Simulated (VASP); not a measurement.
Wanted: the native input for a VASP 6.6.1 run.

```
Task                   : single point
Functional             : PBE
Potentials or basis    : VASP PAW PBE potentials, release 64 (Mg, C)
Cutoff                 : 520 eV
k mesh                 : 6 × 6 × 4
Occupations            : gaussian, width 0.1 eV
Spin                   : no spin polarisation
Dipole correction      : no
Further INCAR settings : ALGO = Normal; EDIFF = 1e-06; NBANDS = 14
```

The structure of MgC lies in POSCAR:

```
MgC
1.0
    3.4967814579      0.0000000000      0.0000000000
    0.0000000000      2.6184172815      0.0000000000
   -1.1072884609      0.0000000000      5.6085771753
Mg C
2 2
Direct
    0.1257495862      0.7500000000      0.2712906835
    0.8742504138      0.2500000000      0.7287093165
    0.5545804953      0.7500000000      0.9540467269
    0.4454195047      0.2500000000      0.0459532731
```

The input as run:

INCAR

```
SYSTEM = MgC
PREC = Accurate
ENCUT = 520
EDIFF = 1E-6
ISMEAR = 0
SIGMA = 0.1
LREAL = .False.
LASPH = .True.
NELM = 100
ALGO = Normal
ISIF = 2
LWAVE = .False.
LCHARG = .False.
GGA = PE
NBANDS = 14
```

KPOINTS

```
Automatic mesh
0
Gamma
  6 6 4
  0 0 0
```

Potentials or basis: VASP PAW PBE potentials, release 64 (Mg, C).

Command:

```bash
$ cat potpaw_PBE.64/Mg/POTCAR potpaw_PBE.64/C/POTCAR > POTCAR
$ mpirun -np 1 vasp_std > vasp.out
```

Results of the run:

* Pressure: 0.1 GPa
* Largest force: 0.173 eV/Å
* Band gap on the k mesh: zero (bands 6 and 7 overlap by 0.24 eV)

Caveat: the k points lie up to 0.40 Å⁻¹ apart.

Wall time 15 s on 1 thread of Intel(R) Xeon(R) 6975P-C (Granite Rapids), on a shared host, peak memory 0.18 GiB.
